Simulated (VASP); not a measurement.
Fe: single point with r2SCAN

The system is Fe.

```
Fe
1.0
    -1.39523    1.39523    1.39523
     1.39523   -1.39523    1.39523
     1.39523    1.39523   -1.39523
Fe
1
Cartesian
  0.0000 0.0000 0.0000
```

This cell differs from its parent crystal: volume scaled by 0.92.

- Program: VASP 6.6.1
- Task: single point
- Functional: r2SCAN
- Potentials or basis: VASP PAW PBE potentials, release 64 (Fe)
- Cutoff: 520 eV
- k mesh: 25 × 25 × 25
- Occupations: fermi-dirac, width 0.05 eV
- Spin: collinear spin, ferromagnetic start
- Starting moments: [2.804] μB
- Dipole correction: no
- Further INCAR settings: ALGO = Normal; EDIFF = 1e-06; NBANDS = 14

The pressure is 16.5 GPa, the net moment is 2.55 μB per cell and the site moments are Fe +2.59 μB. The valence electrons inside the program's atomic spheres are Fe 7.37.

Levels at points of the mesh, in eV from the Fermi level:
Spin up:
```
           k point  band 2  band 3  band 4  band 5  band 6  band 7  band 8  band 9
(0.00, 0.00, 0.00)   -2.98   -2.98   -2.98   -1.61   -1.61   26.62   26.62   26.62
```
Spin down:
| k point | band 1 | band 2 | band 3 | band 4 | band 5 | band 6 |
| --- | --- | --- | --- | --- | --- | --- |
| (0.00, 0.00, 0.00) | -9.40 | 0.29 | 0.29 | 0.29 | 2.70 | 2.70 |

Run time: 7.8 min on 1 thread of Intel(R) Xeon(R) Platinum 8259CL CPU @ 2.50GHz (Skylake/Cascade Lake) (shared host), peak memory 0.22 GiB.

Caveat: the PAW data sets were made with another functional, which shifts forces and pressure a little.
